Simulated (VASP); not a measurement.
Runs of VASP 6.6.1 on PbO2. The structure is that of space group Fm-3m (No. 225), or close to it. The cells are those of the table. 

| task | cell | cutoff (eV) | gap on the mesh (eV) | pressure (GPa) |
| --- | --- | --- | --- | --- |
| single point | a = 3.768 Å, angles 60.0°, 3 atoms | 520 | none | 0.3 |
| relaxation of cell and atoms | relaxed from a = 3.766 Å, angles 60.0°, 3 atoms | 600 | none | 0.0 |
| single point | a = 3.691 Å, angles 60.0°, 3 atoms | 520 | none | 11.4 |
| single point | a = 3.611 Å, angles 60.0°, 3 atoms | 520 | none | (b) |
| single point | a = 3.730 Å, angles 60.0°, 3 atoms | 520 | none | 5.4 |
| single point | a = 3.805 Å, angles 60.0°, 3 atoms | 520 | none | -4.0 |
| single point | a = 3.842 Å, angles 60.0°, 3 atoms | 520 | none | -7.5 |
| single point | a = 3.651 Å, angles 60.0°, 3 atoms | 520 | none | 18.7 |
| single point | a = 3.889 Å, angles 60.0°, 3 atoms | 520 | none | (a) |

Alike in all rows: level PBEsol; potentials or basis VASP PAW PBE potentials, release 64 (Pb_d, O); no spin polarisation; k mesh 14 × 14 × 14; smearing gaussian 0.1 eV.

Question: Estimate the missing entries.

Answer: (a) -11.3; (b) 27.5.

Caveats: the PAW data sets were made with another functional, which shifts forces and pressure a little; spin-orbit coupling is left out, which moves the levels of the heavy elements.

A k mesh can miss the band edges, and the runs leave out spin-orbit coupling on Pb.

A gap of «none» marks levels without a gap at the run's occupations.
